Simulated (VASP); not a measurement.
Here is a VASP 6.6.1 calculation.

Contents of INCAR:

```
ALGO = Normal ; EDIFF = 1E-6
ENCUT = 520 ; GGA = PS
ISIF = 2 ; ISMEAR = -1
LASPH = T ; LCHARG = T
LELF = T ; LREAL = F
LVHAR = T ; LWAVE = F
NBANDS = 12 ; NELM = 100
PREC = Accurate ; SIGMA = 0.05
```

Contents of KPOINTS:

```
k-points
0
Gamma
  9 9 9
```

File POSCAR:

```
As
1.0
    1.9055470646      1.1001681106      3.5603049553
   -1.9055470646      1.1001681106      3.5603049553
    0.0000000000     -2.2003362214      3.5603049553
As
2
Direct
    0.2260000000      0.2260000000      0.2260000000
    0.7740000000      0.7740000000      0.7740000000
```

Potentials or basis: VASP PAW PBE potentials, release 64 (As).

Command:

```console
$ cat potpaw_PBE.64/As/POTCAR > POTCAR
$ mpirun -np 1 vasp_std > vasp.out
```

Predict the largest force.

0.173 eV/Å.

Predict the band gap on the k mesh.

zero (band 5 reaches 4.88 eV, above the bottom of band 6 at 4.78 eV).

Stress tensor (GPa, compression positive):
```
-2.28  0.00  0.00
 0.00 -2.28  0.00
 0.00  0.00 -2.07
```

Caveat: the PAW data sets were made with another functional, which shifts forces and pressure a little.
